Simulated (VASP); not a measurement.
# MgS (F-43m) in VASP: further runs, part 2 of 2

VASP 6.6.1.

## (4) Single point, r2SCAN (volume changed by +3%)

Input file POSCAR:

```
MgS
1.0
    0.0000000000      2.8589071469      2.8589071469
    2.8589071469      0.0000000000      2.8589071469
    2.8589071469      2.8589071469      0.0000000000
Mg S
1 1
Direct
    0.0000000000      0.0000000000      0.0000000000
    0.2500000000      0.2500000000      0.2500000000
```

Input file INCAR.step1:

```
SYSTEM = MgS
  PREC = Accurate
  ENCUT = 520
  ISMEAR = 0
  SIGMA = 0.01
  LREAL = .FALSE.
  LASPH = .TRUE.
  NELM = 60
  NBANDS = 11
  GGA = PE
  ALGO = Normal
  EDIFF = 1E-4
  LWAVE = .TRUE.
  LCHARG = .FALSE.
```

Input file INCAR.step2:

```
SYSTEM = MgS
  PREC = Accurate
  ENCUT = 520
  EDIFF = 1E-6
  ISMEAR = 0
  SIGMA = 0.01
  LREAL = .FALSE.
  LASPH = .TRUE.
  NELM = 60
  ALGO = Normal
  ISIF = 2
  LWAVE = .FALSE.
  LCHARG = .FALSE.
  METAGGA = R2SCAN
  LMIXTAU = .TRUE.
  NBANDS = 11
  ISTART = 1
```

Input file KPOINTS:

```
Automatic mesh
0
G
  6 6 6
  0 0 0
```

Potentials or basis: VASP PAW PBE potentials, release 64 (Mg, S).

Started as:

```bash
$ cat potpaw_PBE.64/Mg/POTCAR potpaw_PBE.64/S/POTCAR > POTCAR
$ cp INCAR.step1 INCAR
$ mpirun -np 1 vasp_std > vasp.out
$ cp INCAR.step2 INCAR
$ mpirun -np 1 vasp_std > vasp.out
```

OUTCAR:

```text
SYSTEM = MgS
   PREC = Accurate
   ENCUT = 520
   EDIFF = 1E-6
   ISMEAR = 0
   LREAL = .FALSE.
   LASPH = .TRUE.
   NELM = 60
   ISIF = 2
   METAGGA = R2SCAN
   ISTART = 1

 ion  position               nearest neighbor table
   1  0.000  0.000  0.000-   2 2.48   2 2.48   2 2.48   2 2.48
   2  0.250  0.250  0.250-   1 2.48   1 2.48   1 2.48   1 2.48

  LATTYP: Found a face centered cubic cell.
 ALAT       =     5.7178142938

  Lattice vectors:

 A1 = (   0.0000000000,   2.8589071469,   2.8589071469)
 A2 = (   2.8589071469,   0.0000000000,   2.8589071469)
 A3 = (   2.8589071469,   2.8589071469,   0.0000000000)

Analysis of symmetry for initial positions (statically):
=====================================================================
 Subroutine PRICEL returns:
 Original cell was already a primitive cell.

 Routine SETGRP: Setting up the symmetry group for a
 face centered cubic supercell.

 Subroutine GETGRP returns: Found 24 space group operations
 (whereof 24 operations were pure point group operations)
 out of a pool of 48 trial point group operations.

The static configuration has the point symmetry T_d .
[... 161 lines left out ...]
      1     -11.0515      2.00000
      2       0.5900      2.00000
      3       0.5900      2.00000
      4       0.5900      2.00000
      5       4.5632      0.00000
      6       9.1057      0.00000
      7       9.1057      0.00000
      8       9.1057      0.00000
      9      11.9816      0.00000
     10      11.9816      0.00000
     11      15.0369      0.00000
[... 197 lines left out ...]
 k-point    16 :      -0.3333    0.5000    0.1667
  band No.  band energies     occupation
      1     -10.1816      2.00000
      2      -1.8400      2.00000
      3      -0.9269      2.00000
      4      -0.6300      2.00000
      5       6.0100      0.00000
      6       7.9968      0.00000
      7      10.5605      0.00000
      8      10.5886      0.00000
      9      13.8519      0.00000
     10      15.0551      0.00000
     11      15.1817      0.00000

------------------------ aborting loop because EDIFF is reached ----------------------------------------

  FORCE on cell =-STRESS in cart. coord.  units (eV):
  Direction    XX          YY          ZZ          XY          YZ          ZX
  --------------------------------------------------------------------------------------
  -------------------------------------------------------------------------------------
  Total       -0.5661470     -0.5661470     -0.5661470      0.0000000      0.0000000      0.0000000
  in kB      -19.4092906    -19.4092906    -19.4092906      0.0000000      0.0000000      0.0000000
  external PRESSURE =     -19.4092906 kB  Pullay stress =       0.0000000 kB

 VOLUME and BASIS-vectors are now :
 -----------------------------------------------------------------------------
  energy-cutoff  :      520.00
  volume of cell :       46.73
      direct lattice vectors                 reciprocal lattice vectors
     0.000000000  2.858907147  2.858907147    -0.174892004  0.174892004  0.174892004
     2.858907147  0.000000000  2.858907147     0.174892004 -0.174892004  0.174892004
     2.858907147  2.858907147  0.000000000     0.174892004  0.174892004 -0.174892004

 POSITION                                       TOTAL-FORCE (eV/Angst)
 -----------------------------------------------------------------------------------
      0.00000      0.00000      0.00000        -0.000000     -0.000000      0.000000
      1.42945      1.42945      1.42945         0.000000      0.000000     -0.000000
 -----------------------------------------------------------------------------------
    total drift:                               -0.000002     -0.000002     -0.000002

  FREE ENERGIE OF THE ION-ELECTRON SYSTEM (eV)
  ---------------------------------------------------
  free  energy   TOTEN  =       -15.4409229482 eV

  energy  without entropy=      -15.4409229482  energy(sigma->0) =      -15.44092295
```

OSZICAR.step1:

```text
N       E                     dE             d eps       ncg     rms          rms(c)
DAV:   1     0.246427686100E+02    0.24643E+02   -0.34341E+03   352   0.576E+02
DAV:   2    -0.717708765823E+01   -0.31820E+02   -0.30248E+02   436   0.951E+01
DAV:   3    -0.897966715406E+01   -0.18026E+01   -0.17998E+01   406   0.258E+01
DAV:   4    -0.899484727322E+01   -0.15180E-01   -0.15179E-01   444   0.286E+00
DAV:   5    -0.899501309521E+01   -0.16582E-03   -0.16582E-03   418   0.287E-01    0.397E+00
DAV:   6    -0.849740943196E+01    0.49760E+00   -0.12746E+00   379   0.414E+00    0.302E+00
DAV:   7    -0.846395458995E+01    0.33455E-01   -0.26609E-01   421   0.208E+00    0.236E+00
DAV:   8    -0.847177191032E+01   -0.78173E-02   -0.24302E-02   388   0.939E-01    0.134E+00
DAV:   9    -0.847086205691E+01    0.90985E-03   -0.24038E-03   397   0.241E-01    0.458E-01
DAV:  10    -0.847108075272E+01   -0.21870E-03   -0.73863E-04   400   0.126E-01    0.913E-02
DAV:  11    -0.847108719225E+01   -0.64395E-05   -0.55727E-05   382   0.303E-02
   1 F= -.84710872E+01 E0= -.84710872E+01  d E =-.864154E-40
```

It took 23 s on 1 thread of Intel Xeon 6975P-C (Granite Rapids), shared host; peak memory 0.16 GiB.

Results:

| Property | Result |
| --- | --- |
| Free energy | -15.4409 eV |
| Pressure | -1.9 GPa |
| Band gap on the k mesh | 3.97 eV, direct |

Levels at points of the mesh, in eV from the valence-band top:
| k point | band 1 | band 2 | band 3 | band 4 | band 5 | band 6 | band 7 | band 8 | band 9 |
| --- | --- | --- | --- | --- | --- | --- | --- | --- | --- |
| (0.00, 0.00, 0.00) | -11.64 | 0.00 | 0.00 | 0.00 | 3.97 | 8.52 | 8.52 | 8.52 | 11.39 |
| (0.50, 0.00, 0.00) | -10.99 | -3.05 | -0.32 | -0.32 | 5.68 | 8.17 | 8.17 | 9.11 | 13.58 |
| (0.50, 0.50, 0.00) | -10.78 | -2.73 | -1.02 | -1.02 | 4.34 | 6.22 | 11.83 | 13.02 | 13.02 |

Caveat: the PAW data sets were made with another functional, which shifts forces and pressure a little.

## (5) Single point, r2SCAN (volume changed by +6%)

Input file POSCAR:

```
MgS
1.0
    0.0000000000      2.8863983251      2.8863983251
    2.8863983251      0.0000000000      2.8863983251
    2.8863983251      2.8863983251      0.0000000000
Mg S
1 1
Direct
    0.0000000000      0.0000000000      0.0000000000
    0.2500000000      0.2500000000      0.2500000000
```

Input file INCAR.step1:

```
SYSTEM = MgS
ALGO = Normal
EDIFF = 1E-4
ENCUT = 520
GGA = PE
ISMEAR = 0
LASPH = .True.
LCHARG = .False.
LREAL = .False.
LWAVE = .True.
NBANDS = 11
NELM = 80
PREC = Accurate
SIGMA = 0.01
```

Input file INCAR.step2:

```
SYSTEM = MgS
ALGO = Normal
EDIFF = 1E-7
ENCUT = 520
ISIF = 2
ISMEAR = 0
ISTART = 1
LASPH = .True.
LCHARG = .False.
LMIXTAU = .True.
LREAL = .False.
LWAVE = .False.
METAGGA = R2SCAN
NBANDS = 11
NELM = 80
PREC = Accurate
SIGMA = 0.01
```

Input file KPOINTS:

```
k-points
0
Gamma
  6 6 6
  0 0 0
```

Started as:

```bash
$ cat potpaw_PBE.64/Mg/POTCAR potpaw_PBE.64/S/POTCAR > POTCAR
$ cp INCAR.step1 INCAR
$ mpirun -np 1 vasp_std > vasp.out
$ cp INCAR.step2 INCAR
$ mpirun -np 1 vasp_std > vasp.out
```

Wall time 23 s (1 thread of Intel Xeon 6975P-C (Granite Rapids), shared host); peak memory 0.16 GiB.

It converged, with:

```yaml
Free_energy: -15.4184 eV
Pressure: -3.4 GPa
Band_gap_on_the_k_mesh: 3.83 eV, direct
```

Levels at points of the mesh, in eV from the valence-band top:
| k point | band 1 | band 2 | band 3 | band 4 | band 5 | band 6 | band 7 | band 8 | band 9 |
| --- | --- | --- | --- | --- | --- | --- | --- | --- | --- |
| (0.00, 0.00, 0.00) | -11.55 | 0.00 | 0.00 | 0.00 | 3.83 | 8.44 | 8.44 | 8.44 | 11.33 |
| (0.50, 0.00, 0.00) | -10.94 | -2.95 | -0.31 | -0.31 | 5.57 | 8.12 | 8.12 | 8.96 | 13.35 |
| (0.50, 0.50, 0.00) | -10.74 | -2.66 | -0.98 | -0.98 | 4.35 | 6.17 | 11.55 | 12.78 | 12.78 |

Caveat: the PAW data sets were made with another functional, which shifts forces and pressure a little.

## (6) Single point, r2SCAN

Input file POSCAR:

```
MgS
1.0
    0.0000000000      2.8308768404      2.8308768404
    2.8308768404      0.0000000000      2.8308768404
    2.8308768404      2.8308768404      0.0000000000
Mg S
1 1
Direct
    0.0000000000      0.0000000000      0.0000000000
    0.2500000000      0.2500000000      0.2500000000
```

Input file INCAR.step1:

```
SYSTEM = MgS
  PREC = Accurate
  ENCUT = 520
  ISMEAR = 0
  SIGMA = 0.01
  LREAL = .False.
  LASPH = .True.
  NELM = 80
  NBANDS = 11
  GGA = PE
  ALGO = Normal
  EDIFF = 1E-4
  LWAVE = .True.
  LCHARG = .False.
```

Input file INCAR.step2:

```
SYSTEM = MgS
  PREC = Accurate
  ENCUT = 520
  EDIFF = 1E-6
  ISMEAR = 0
  SIGMA = 0.01
  LREAL = .False.
  LASPH = .True.
  NELM = 80
  ALGO = Normal
  ISIF = 2
  LWAVE = .False.
  LCHARG = .True.
  METAGGA = R2SCAN
  LMIXTAU = .True.
  LELF = .True.
  LVHAR = .True.
  NBANDS = 11
  ISTART = 1
```

Input file KPOINTS:

```
regular mesh
0
Gamma
  8 8 8
  0 0 0
```

Potentials or basis: VASP PAW PBE potentials, release 64 (Mg, S).

Started as:

```bash
$ cat potpaw_PBE.64/Mg/POTCAR potpaw_PBE.64/S/POTCAR > POTCAR
$ cp INCAR.step1 INCAR
$ mpirun -np 1 vasp_std > vasp.out
$ cp INCAR.step2 INCAR
$ mpirun -np 1 vasp_std > vasp.out
```

It took 35 s on 1 thread of Intel Xeon 6975P-C (Granite Rapids), shared host; peak memory 0.17 GiB.

It converged, with:

| Quantity | Value |
| --- | --- |
| Free energy | -15.4507 eV |
| Pressure | -0.3 GPa |
| Band gap on the k mesh | 4.13 eV, direct |

Levels at points of the mesh, in eV from the valence-band top:
| k point | band 1 | band 2 | band 3 | band 4 | band 5 | band 6 | band 7 | band 8 |
| --- | --- | --- | --- | --- | --- | --- | --- | --- |
| (0.00, 0.00, 0.00) | -11.74 | 0.00 | 0.00 | 0.00 | 4.13 | 8.59 | 8.59 | 8.59 |
| (0.50, 0.00, 0.00) | -11.04 | -3.15 | -0.33 | -0.33 | 5.79 | 8.21 | 8.21 | 9.27 |
| (0.50, 0.50, 0.00) | -10.82 | -2.82 | -1.05 | -1.05 | 4.32 | 6.26 | 12.13 | 13.27 |

Caveat: the PAW data sets were made with another functional, which shifts forces and pressure a little. r2SCAN opens gaps a little over a GGA but as a rule still falls short of measured ones.

## (7) Summary

```tsv
level	cell	k mesh	gap on the mesh (eV)	pressure (GPa)
PBE	a = 4.003 Å, angles 60.0°, 2 atoms	8 × 8 × 8	3.46	0.9
r2SCAN	a = 4.003 Å, angles 60.0°, 2 atoms	6 × 6 × 6	4.13	-0.3
r2SCAN	a = 4.043 Å, angles 60.0°, 2 atoms	6 × 6 × 6	3.97	-1.9
r2SCAN	a = 4.082 Å, angles 60.0°, 2 atoms	6 × 6 × 6	3.83	-3.4
r2SCAN	a = 4.003 Å, angles 60.0°, 2 atoms	8 × 8 × 8	4.13	-0.3
```

Alike in all rows: task single point; potentials or basis VASP PAW PBE potentials, release 64 (Mg, S); no spin polarisation; cutoff (eV) 520; smearing gaussian 0.01 eV.

On the cell as given the gap runs from 3.46 eV (PBE) to 4.13 eV (r2SCAN); the meshes differ, which moves gaps too. The pressure there spans -0.3 GPa (r2SCAN) to 0.9 GPa (PBE); a positive pressure means that this level wants a larger cell, a negative one a smaller.

Caveats: the PAW data sets were made with another functional, which shifts forces and pressure a little (some runs).

Absolute energies hang on the potentials; compare differences alone.
